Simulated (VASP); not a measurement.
InSb: relaxation of cell and atoms with PBEsol

Crystal: InSb.

```
In Sb
1.0
     0.00000    3.12420    3.12420
     3.12420    0.00000    3.12420
     3.12420    3.12420    0.00000
In Sb
1 1
Direct
  0.00000 0.00000 0.00000
  0.50000 0.50000 0.50000
```

| Quantity | Value |
| --- | --- |
| Program | VASP 6.6.1 |
| Task | relaxation of cell and atoms |
| Functional | PBEsol |
| Potentials or basis | VASP PAW PBE potentials, release 64 (In_d, Sb) |
| Cutoff | 500 eV |
| k mesh | 5 × 5 × 5 |
| Occupations | methfessel-paxton, width 0.025 eV |
| Spin | no spin polarisation |
| Dipole correction | no |
| Further INCAR settings | ALGO = Normal; EDIFF = 1e-07; IBRION = 2; EDIFFG = -0.01; NSW = 60; ISIF = 3 |

```json
{"Relaxed volume": "27.59 Å³/atom", "Relaxed cell": "a = 4.273 Å, b = 4.273 Å, c = 4.273 Å, α = 60.00°, β = 60.00°, γ = 60.00°", "Space group after relaxing (to 0.05 Å)": "Fm-3m (No. 225)", "Energy gained by relaxing": "44.4 meV/atom", "Ionic steps": "3", "Pressure after relaxing": "0.0 GPa", "Band gap on the k mesh": "zero (band 9 reaches 7.60 eV, above the bottom of band 10 at 4.95 eV)"}
```

The path:
```tsv
step	energy change (eV)	largest force (eV/Å)	pressure (GPa)	volume (Å³)
1	0.0000	0.0000	-4.43	60.99
2	-0.0828	0.0000	1.49	53.85
3	-0.0888	0.0000	0.02	55.17
```

Final structure:
```yaml
crystal:
  lattice:
    - [0.00000, 3.02156, 3.02156]
    - [3.02156, 0.00000, 3.02156]
    - [3.02156, 3.02156, 0.00000]
  atoms:
    - { symbol: In, position: [0.00000, 0.00000, 0.00000] }
    - { symbol: Sb, position: [0.50000, 0.50000, 0.50000] }
```

Levels at points of the mesh, in eV from the Fermi level:
| k point | band 7 | band 8 | band 9 | band 10 | band 11 | band 12 |
| --- | --- | --- | --- | --- | --- | --- |
| (0.00, 0.00, 0.00) | -0.28 | -0.14 | -0.14 | -0.14 | 6.08 | 6.08 |

Wall time 44 s on 1 thread of AMD EPYC 7R13, on a shared host, peak memory 0.16 GiB.

Caveat: the PAW data sets were made with another functional, which shifts forces and pressure a little; spin-orbit coupling is left out, which moves the levels of the heavy elements.
